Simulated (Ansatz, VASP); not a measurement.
**Mo in VASP and in Ansatz**

Contents of INCAR:

```
SYSTEM = Mo
ALGO = Normal
EDIFF = 1E-7
ENCUT = 520
GGA = PE
ISIF = 2
ISMEAR = -1
LASPH = .TRUE.
LCHARG = .FALSE.
LREAL = .FALSE.
LWAVE = .FALSE.
NBANDS = 13
NELM = 80
PREC = Accurate
SIGMA = 0.03
```

The input KPOINTS:

```
k-points
0
G
  12 12 12
  0 0 0
```

Contents of POSCAR:

```
Mo
1.0
    2.6048782482      0.0390731737      0.0000000000
    0.0390731737      2.6048782482      0.0000000000
    0.0000000000      0.0000000000      2.6048782482
Mo
1
Direct
    0.0000000000      0.0000000000      0.0000000000
```

Input for Ansatz:

```yaml
crystal:
  lattice:
    - [2.6048782482, 0.0390731737, 0.0]
    - [0.0390731737, 2.6048782482, 0.0]
    - [0.0, 0.0, 2.6048782482]
  atoms:
    - { symbol: Mo, position: [0.0, 0.0, 0.0] }
kpoints:
  mp_grid: { grid: [12, 12, 12] }
scf:
  occupations: { method: fermi_dirac, width: 0.03 }
hamiltonian:
  xc: pbe
  pseudopotentials: { kind: all_electron, lapw: { basis_error: 0.0005 } }
output:
  forces: true
  stress: true
  eigenvalues: true
```

Change from the starting cell: xy shear strain of +3 %.

Alike in both runs: task single point; functional PBE; k mesh 12 × 12 × 12; occupations fermi-dirac, width 0.03 eV; no spin polarisation.

|  | VASP | Ansatz |
| --- | --- | --- |
| version | VASP 6.6.1 | Ansatz 0.2.0 |
| potentials or method | VASP PAW PBE potentials, release 64 (Mo_sv), cutoff 520 eV | all-electron LAPW, scalar-relativistic |

|  | VASP | Ansatz | Ansatz less VASP |
| --- | --- | --- | --- |
| pressure (GPa) | 0.3 | -0.1 | -0.47 |
| traceless stress, the component that is largest in VASP (GPa) | 3.42 | 3.42 | -0.001 |

Ansatz ran all-electron here, and VASP with PAW potentials.
